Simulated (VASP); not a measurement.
# BSe (Fm-3m) in VASP: notebook

BSe is run at these levels: PBE; tasks: single point, relaxation of cell and atoms.

All numbers are computed with VASP 6.6.1; they aren't measurements. Logs are shortened: lines on timing, memory, paths and dates and some standing lists are left out, and cuts for length are marked.

## (1) The cell of the first run

The structure is cubic, space group Fm-3m (No. 225). The conventional cell has a = 4.705 Å, b = 4.705 Å, c = 4.705 Å, α = 90.00°, β = 90.00°, γ = 90.00°. Within 3.1 Å of B (site symmetry m-3m) lie 6 Se at 2.35 Å. Within 3.1 Å of Se (site symmetry m-3m) lie 6 B at 2.35 Å.

## (2) Single point, PBE

Input file INCAR:

```
SYSTEM = BSe
  PREC = Accurate
  ENCUT = 520
  EDIFF = 1E-7
  ISMEAR = 0
  SIGMA = 0.1
  LREAL = .False.
  LASPH = .True.
  NELM = 80
  ALGO = Normal
  ISIF = 2
  LWAVE = .False.
  LCHARG = .True.
  GGA = PE
  LELF = .True.
  LVHAR = .True.
  NBANDS = 12
```

Input file KPOINTS:

```
regular mesh
0
Gamma
  16 16 16
  0 0 0
```

Input file POSCAR:

```
BSe
1.0
    0.0000000000      2.3526191587      2.3526191587
    2.3526191587      0.0000000000      2.3526191587
    2.3526191587      2.3526191587      0.0000000000
B Se
1 1
Direct
    0.0000000000      0.0000000000      0.0000000000
    0.5000000000      0.5000000000      0.5000000000
```

Potentials or basis: VASP PAW PBE potentials, release 64 (B, Se).

Command:

```console
$ cat potpaw_PBE.64/B/POTCAR potpaw_PBE.64/Se/POTCAR > POTCAR
$ mpirun -np 1 vasp_std > vasp.out
```

OUTCAR:

```text
SYSTEM = BSe
   PREC = Accurate
   ENCUT = 520
   EDIFF = 1E-7
   ISMEAR = 0
   LREAL = .False.
   LASPH = .True.
   NELM = 80
   ISIF = 2
   GGA = PE

 ion  position               nearest neighbor table
   1  0.000  0.000  0.000-   2 2.35   2 2.35   2 2.35   2 2.35   2 2.35   2 2.35
   2  0.500  0.500  0.500-   1 2.35   1 2.35   1 2.35   1 2.35   1 2.35   1 2.35

  LATTYP: Found a face centered cubic cell.
 ALAT       =     4.7052383174

  Lattice vectors:

 A1 = (   0.0000000000,   2.3526191587,   2.3526191587)
 A2 = (   2.3526191587,   0.0000000000,   2.3526191587)
 A3 = (   2.3526191587,   2.3526191587,   0.0000000000)

Analysis of symmetry for initial positions (statically):
=====================================================================
 Subroutine PRICEL returns:
 Original cell was already a primitive cell.

 Routine SETGRP: Setting up the symmetry group for a
 face centered cubic supercell.

 Subroutine GETGRP returns: Found 48 space group operations
 (whereof 48 operations were pure point group operations)
 out of a pool of 48 trial point group operations.

The static configuration has the point symmetry O_h .

Analysis of symmetry for dynamics (positions and initial velocities):
=====================================================================
 Subroutine PRICEL returns:
 Original cell was already a primitive cell.

 Routine SETGRP: Setting up the symmetry group for a
 face centered cubic supercell.

 Subroutine GETGRP returns: Found 48 space group operations
 (whereof 48 operations were pure point group operations)
 out of a pool of 48 trial point group operations.

The dynamic configuration has the point symmetry O_h .

 Subroutine INISYM returns: Found 48 space group operations
 (whereof 48 operations are pure point group operations),
 and found     1 'primitive' translations

----------------------------------------------------------------------------------------

                                     Primitive cell

  volume of cell :      26.0426

  direct lattice vectors                    reciprocal lattice vectors
     0.000000000  2.352619159  2.352619159    -0.212529086  0.212529086  0.212529086
     2.352619159  0.000000000  2.352619159     0.212529086 -0.212529086  0.212529086
     2.352619159  2.352619159  0.000000000     0.212529086  0.212529086 -0.212529086

  length of vectors
     3.327105921  3.327105921  3.327105921     0.368111175  0.368111175  0.368111175

  position of ions in fractional coordinates (direct lattice)
     0.000000000  0.000000000  0.000000000
     0.500000000  0.500000000  0.500000000

  ion indices of the primitive-cell ions
   primitive index   ion index
                 1           1
                 2           2

----------------------------------------------------------------------------------------

 KPOINTS: regular mesh

Automatic generation of k-mesh.
 Grid dimensions read from file:
 generate k-points for:   16   16   16

 Generating k-lattice:

  Cartesian coordinates                     Fractional coordinates (reciprocal lattice)
    -0.013283068  0.013283068  0.013283068     0.062500000  0.000000000  0.000000000
     0.013283068 -0.013283068  0.013283068     0.000000000  0.062500000  0.000000000
     0.013283068  0.013283068 -0.013283068     0.000000000  0.000000000  0.062500000

  Length of vectors
     0.023006948  0.023006948  0.023006948

  Shift w.r.t. Gamma in fractional coordinates (k-lattice)
     0.000000000  0.000000000  0.000000000

 Subroutine IBZKPT returns following result:
 ===========================================

 Found    145 irreducible k-points:

 Following reciprocal coordinates:
            Coordinates               Weight
  0.000000  0.000000  0.000000      1.000000
  0.062500  0.000000  0.000000      8.000000
  0.125000  0.000000  0.000000      8.000000
  0.187500  0.000000  0.000000      8.000000
  0.250000  0.000000  0.000000      8.000000
  0.312500  0.000000  0.000000      8.000000
[... 16 lines left out ...]
 -0.125000  0.062500  0.000000     24.000000
 -0.062500  0.062500  0.000000     12.000000
 [... further k-points ...]
   k-points           NKPTS =    145   k-points in BZ     NKDIM =    145   number of bands    NBANDS=     12
   number of dos      NEDOS =    301   number of ions     NIONS =      2
   total plane-waves  NPLWV =  21952
   dimension x,y,z NGX =    28 NGY =   28 NGZ =   28
   dimension x,y,z NGXF=    56 NGYF=   56 NGZF=   56
   ions per type =               1   1
   NGX,Y,Z   is equivalent  to a cutoff of  13.99, 13.99, 13.99 a.u.
   NGXF,Y,Z  is equivalent  to a cutoff of  27.98, 27.98, 27.98 a.u.
 SYSTEM =  BSe
   PREC   = accura    normal or accurate (medium, high low for compatibility)
   ISTART =      0    job   : 0-new  1-cont  2-samecut
   ICHARG =      2    charge: 1-file 2-atom 10-const
   ISPIN  =      1    spin polarized calculation?
   LNONCOLLINEAR =      F non collinear calculations
   LSORBIT =      F    spin-orbit coupling
   LASPH  =      T    aspherical Exc in radial PAW
   ENCUT  =  520.0 eV  38.22 Ry    6.18 a.u.   6.19  6.19  6.19*2*pi/ulx,y,z
   NELM   =     80;   NELMIN=  2; NELMDL= -5     # of ELM steps
   EDIFF  = 0.1E-06   stopping-criterion for ELM
   LREAL  =      F    real-space projection
   EDIFFG = 0.1E-05   stopping-criterion for IOM
   NSW    =      0    number of steps for IOM
   IBRION =     -1    ionic relax: 0-MD 1-quasi-New 2-CG
   NFREE  =      0    steps in history (QN), initial steepest desc. (CG)
   ISIF   =      2    stress and relaxation
   ISYM   =      2    0-nonsym 1-usesym 2-fastsym
   POTIM  = 0.5000    time-step for ionic-motion
   TEBEG  =    0.0;   TEEND  =   0.0 temperature during run
   PSTRESS=    0.0 pullay stress
   NELECT =       9.0000    total number of electrons
   NUPDOWN=      -1.0000    fix difference up-down
   EMIN   =  10.00;   EMAX   =-10.00  energy-range for DOS
   EFERMI =   0.00;   METHOD = LEGACY
   ISMEAR =     0;   SIGMA  =   0.10  broadening in eV -4-tet -1-fermi 0-gaus
   EFERMI_NEDOS =   21; number of points for ismear=-14 and -15
   IALGO  =     38    algorithm
   IMIX   =      4    mixing-type and parameters
     AMIX     =   0.40;   BMIX     =  1.00
     AMIX_MAG =   1.60;   BMIX_MAG =  1.00
  volume/ion in A,a.u.               =      13.02        87.87
  Fermi-wavevector in a.u.,A,eV,Ry     =   1.148843  2.170999 17.957519  1.319840
  Thomas-Fermi vector in A             =   2.285516
   LORBIT       =      0    0 simple, 1 ext, 2 COOP (PROOUT), +10 PAW based schemes
   GGA     = PE    functional components
   LHFCALC =     F    Hartree Fock is set to
   AEXX    =    0.0000 exact exchange contribution
   IVDW    =     0    specifies the selected vdW correction
   LEPSILON=     F    determine dielectric tensor
   LRPA    =     F    only Hartree local field effects (RPA)
 non-spin polarized calculation
 Gauss-broadening in eV      SIGMA  =   0.10
  energy-cutoff  :      520.00
  volume of cell :       26.04
 maximum number of plane-waves:       725
 NGX is ok and might be reduce to    28
   NGX = 13   NGY = 13   NGZ = 13

 number of electron       9.0000000 magnetization

 Free energy of the ion-electron system (eV)
  ---------------------------------------------------
  ext. energy  EPLUGINS =         0.00000000
  ---------------------------------------------------
  free energy    TOTEN  =        -8.34450823 eV

  energy without entropy =       -8.34091009  energy(sigma->0) =       -8.34270916

 E-fermi :   7.1306     XC(G=0): -11.2531

 val. band max:        7.1256534021   @ k =  -0.3750   0.1875   0.0000
 cond. band min:       7.1504564698   @ k =  -0.4375   0.3125   0.1250
 fundamental gap:      0.0248030677
 Fermi energy:         7.1306493944

 k-point     1 :       0.0000    0.0000    0.0000
  band No.  band energies     occupation
      1     -10.1458      2.00000
      2       5.4657      2.00000
      3       5.4657      2.00000
      4       5.4657      2.00000
      5       7.3275      0.00536
      6      12.7674      0.00000
      7      12.7674      0.00000
      8      12.7674      0.00000
      9      15.1772      0.00000
     10      15.1772      0.00000
     11      15.1772      0.00000
     12      19.0166      0.00000

 k-point     2 :       0.0625    0.0000    0.0000
  band No.  band energies     occupation
      1     -10.0814      2.00000
      2       4.7450      2.00000
      3       5.4631      2.00000
      4       5.4631      2.00000
      5       7.8561      0.00000
      6      12.4537      0.00000
      7      12.4537      0.00000
      8      12.6815      0.00000
      9      15.0965      0.00000
     10      15.3264      0.00000
     11      15.3264      0.00000
     12      19.4548      0.00000

 k-point     3 :       0.1250    0.0000    0.0000
  band No.  band energies     occupation
      1      -9.8898      2.00000
      2       3.4361      2.00000
      3       5.4619      2.00000
      4       5.4619      2.00000
      5       8.5806      0.00000
      6      11.7043      0.00000
      7      11.7043      0.00000
      8      12.4549      0.00000
      9      15.0688      0.00000
     10      15.7666      0.00000
     11      15.7666      0.00000
     12      20.5749      0.00000

 k-point     4 :       0.1875    0.0000    0.0000
  band No.  band energies     occupation
      1      -9.5763      2.00000
      2       2.0157      2.00000
      3       5.4777      2.00000
      4       5.4777      2.00000
      5       9.0379      0.00000
      6      10.8012      0.00000
      7      10.8012      0.00000
      8      12.1550      0.00000
      9      15.3644      0.00000
     10      16.4780      0.00000
     11      16.4780      0.00000
     12      22.0848      0.00000

 k-point     5 :       0.2500    0.0000    0.0000
  band No.  band energies     occupation
      1      -9.1519      2.00000
      2       0.6098      2.00000
      3       5.5293      2.00000
      4       5.5293      2.00000
      5       9.2112      0.00000
      6       9.9019      0.00000
      7       9.9019      0.00000
      8      11.8416      0.00000
      9      16.0390      0.00000
     10      17.4338      0.00000
     11      17.4338      0.00000
     12      23.8023      0.00000
[... 228 lines left out ...]
      1      -8.9354      2.00000
      2       0.1830      2.00000
      3       4.6096      2.00000
      4       6.1339      2.00000
      5       8.8380      0.00000
      6       9.3612      0.00000
      7      10.1302      0.00000
      8      12.2892      0.00000
      9      15.9312      0.00000
     10      17.2721      0.00000
     11      18.9766      0.00000
     12      23.2165      0.00000

 k-point    22 :      -0.1875    0.0625    0.0000
  band No.  band energies     occupation
      1      -9.3910      2.00000
      2       1.5353      2.00000
      3       4.6578      2.00000
      4       5.9893      2.00000
      5       9.3796      0.00000
      6       9.6959      0.00000
      7      10.7270      0.00000
      8      12.6227      0.00000
      9      15.1876      0.00000
     10      16.3661      0.00000
     11      17.8214      0.00000
     12      21.7447      0.00000

 k-point    23 :      -0.1250    0.0625    0.0000
  band No.  band energies     occupation
      1      -9.7421      2.00000
      2       2.8931      2.00000
      3       4.8024      2.00000
      4       5.8270      2.00000
      5       9.0302      0.00000
      6      10.6578      0.00000
      7      11.4454      0.00000
      8      12.8792      0.00000
      9      14.8319      0.00000
     10      15.7276      0.00000
     11      16.8105      0.00000
     12      20.4516      0.00000

 k-point    24 :      -0.0625    0.0625    0.0000
  band No.  band energies     occupation
      1      -9.9746      2.00000
      2       4.0772      2.00000
      3       5.0785      2.00000
      4       5.6509      2.00000
      5       8.4105      0.00000
      6      11.6319      0.00000
      7      12.1060      0.00000
      8      12.9086      0.00000
      9      14.8646      0.00000
     10      15.3780      0.00000
     11      15.9599      0.00000
     12      19.6203      0.00000

 [... further k-points ...]

------------------------ aborting loop because EDIFF is reached ----------------------------------------

  FORCE on cell =-STRESS in cart. coord.  units (eV):
  Direction    XX          YY          ZZ          XY          YZ          ZX
  --------------------------------------------------------------------------------------
  -------------------------------------------------------------------------------------
  Total        0.0168368      0.0168368      0.0168368      0.0000000     -0.0000000      0.0000000
  in kB        1.0358250      1.0358250      1.0358250      0.0000000     -0.0000000      0.0000000
  external PRESSURE =       1.0358250 kB  Pullay stress =       0.0000000 kB

 VOLUME and BASIS-vectors are now :
 -----------------------------------------------------------------------------
  energy-cutoff  :      520.00
  volume of cell :       26.04
      direct lattice vectors                 reciprocal lattice vectors
     0.000000000  2.352619159  2.352619159    -0.212529086  0.212529086  0.212529086
     2.352619159  0.000000000  2.352619159     0.212529086 -0.212529086  0.212529086
     2.352619159  2.352619159  0.000000000     0.212529086  0.212529086 -0.212529086

 POSITION                                       TOTAL-FORCE (eV/Angst)
 -----------------------------------------------------------------------------------
      0.00000      0.00000      0.00000         0.000000      0.000000      0.000000
      2.35262      2.35262      2.35262        -0.000000     -0.000000     -0.000000
 -----------------------------------------------------------------------------------
    total drift:                                0.000000      0.000000      0.000000

  FREE ENERGIE OF THE ION-ELECTRON SYSTEM (eV)
  ---------------------------------------------------
  free  energy   TOTEN  =        -8.3445082282 eV

  energy  without entropy=       -8.3409100889  energy(sigma->0) =       -8.34270916
```

It took 86 s on 1 thread of Intel Xeon 8259CL, shared host; peak memory 0.19 GiB.

Results:

```
Free energy            : -8.3445 eV
Pressure               : 0.1 GPa
Band gap on the k mesh : zero (an odd number of electrons rules out a gap without spin polarisation)
```

## (3) Single point, PBE

Input file INCAR:

```
  ALGO = Normal
  EDIFF = 1E-6
  ENCUT = 520
  GGA = PE
  ISIF = 2
  ISMEAR = -1
  LASPH = True
  LCHARG = False
  LREAL = False
  LWAVE = False
  NBANDS = 12
  NELM = 100
  PREC = Accurate
  SIGMA = 0.15
```

Input file KPOINTS:

```
k-points
0
Gamma
  16 16 16
```

Input file POSCAR:

```
BSe
1.0
    0.0000000000      2.3529932504      2.3529932504
    2.3529932504      0.0000000000      2.3529932504
    2.3529932504      2.3529932504      0.0000000000
B Se
1 1
Direct
    0.0000000000      0.0000000000      0.0000000000
    0.5000000000      0.5000000000      0.5000000000
```

Potentials or basis: VASP PAW PBE potentials, release 64 (B, Se).

Command:

```console
$ cat potpaw_PBE.64/B/POTCAR potpaw_PBE.64/Se/POTCAR > POTCAR
$ mpirun -np 1 vasp_std > vasp.out
```

Wall time 76 s (1 thread of Intel Xeon 8259CL, shared host); peak memory 0.19 GiB.

The run converged. Its results:

- Free energy: -8.3644 eV
- Pressure: 0.1 GPa
- Band gap on the k mesh: zero (an odd number of electrons rules out a gap without spin polarisation)

Levels at points of the mesh, in eV from the Fermi level:
```
           k point  band 1  band 2  band 3  band 4  band 5  band 6  band 7  band 8
(0.00, 0.00, 0.00)  -17.30   -1.70   -1.70   -1.70    0.16    5.60    5.60    5.60
(0.50, 0.00, 0.00)  -14.57  -10.17   -1.14   -1.14    0.54    0.54    1.91    3.97
(0.50, 0.50, 0.00)  -13.56   -8.50   -4.88   -4.88   -4.65    3.27    8.15    8.15
```

(Continued in part 2 of 2.)

The gap in the log of VASP goes by the Fermi energy; the results here count the filled bands.